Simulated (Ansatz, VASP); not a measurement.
## One calculation of LiF, two programs

```xyz
4
Lattice="3.0810 0.0673 0.0000 -1.4822 2.6346 0.0000 0.0000 0.0000 4.7853" Properties=species:S:1:pos:R:3 pbc="T T T"
Li    0.0262    1.7786   -0.0358
Li    1.5726    0.9233    2.3568
F     0.0164    1.7801    1.8303
F     1.5824    0.9218    4.2230
```

Change from the starting cell: shear_xy strain +4.4%.

Alike in both runs: task single point; functional r2SCAN; k mesh 12 × 12 × 6; no spin polarisation.

```csv
,VASP,Ansatz
version,VASP 6.6.1,Ansatz 0.2.0
potentials or method,"VASP PAW PBE potentials, release 64 (Li_sv, F)","plane waves, PAW"
plane-wave cutoff (eV),520,500
occupations,"gaussian, width 0.01 eV",fixed
valence electrons in the cell,20,20
```

Ansatz gave:

```
gap on the k mesh at the Fermi level (eV) : 8.58
rms of the force components (eV/Å)        : 0.002
```

**Question.** What did VASP give for the same quantities?

**Answer.** gap on the k mesh at the Fermi level (eV): 8.68; rms of the force components (eV/Å): 0.011.

VASP's potentials were made for PBE, not for r2SCAN. Atom by atom the forces differ by 0.011 eV/Å (rms over components).

Noted on VASP's run: the cutoff is short for stress, so the pressure is rough.
